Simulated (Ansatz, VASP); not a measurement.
**MgS: VASP beside Ansatz**

```
S Mg
1.0
     3.98009    0.00000    0.00000
    -1.99005    3.44686    0.00000
     0.00000    0.00000    6.34536
S Mg
2 2
Direct
  0.66667 0.33333 0.87924
  0.33333 0.66667 0.37924
  0.33333 0.66667 0.99575
  0.66667 0.33333 0.49575
```

Change from the starting cell: volume scaled by 0.96.

Alike in both runs: task single point; functional PBEsol; k mesh 8 × 8 × 4; occupations fermi-dirac, width 0.05 eV; no spin polarisation.

|  | VASP | Ansatz |
| --- | --- | --- |
| version | VASP 6.6.1 | Ansatz 0.2.0 |
| potentials or method | VASP PAW PBE potentials, release 64 (S, Mg), cutoff 520 eV | all-electron LAPW, scalar-relativistic |

Ansatz gave:

| Quantity | Value |
| --- | --- |
| gap on the k mesh at the Fermi level (eV) | 3.47 |
| least direct gap on the mesh (eV) | 3.47 |
| pressure (GPa) | 2.2 |
| traceless stress, the component that is largest in VASP (GPa) | -0.35 |
| rms of the force components (eV/Å) | 0.023 |

Task: Which values does VASP return?

Result: gap on the k mesh at the Fermi level (eV): 3.47; least direct gap on the mesh (eV): 3.47; pressure (GPa): 2.1; traceless stress, the component that is largest in VASP (GPa): -0.35; rms of the force components (eV/Å): 0.023.

VASP's potentials were made for PBE, not for PBEsol. Atom by atom the forces differ by 0.000 eV/Å (rms over components). Ansatz ran all-electron here, and VASP with PAW potentials.
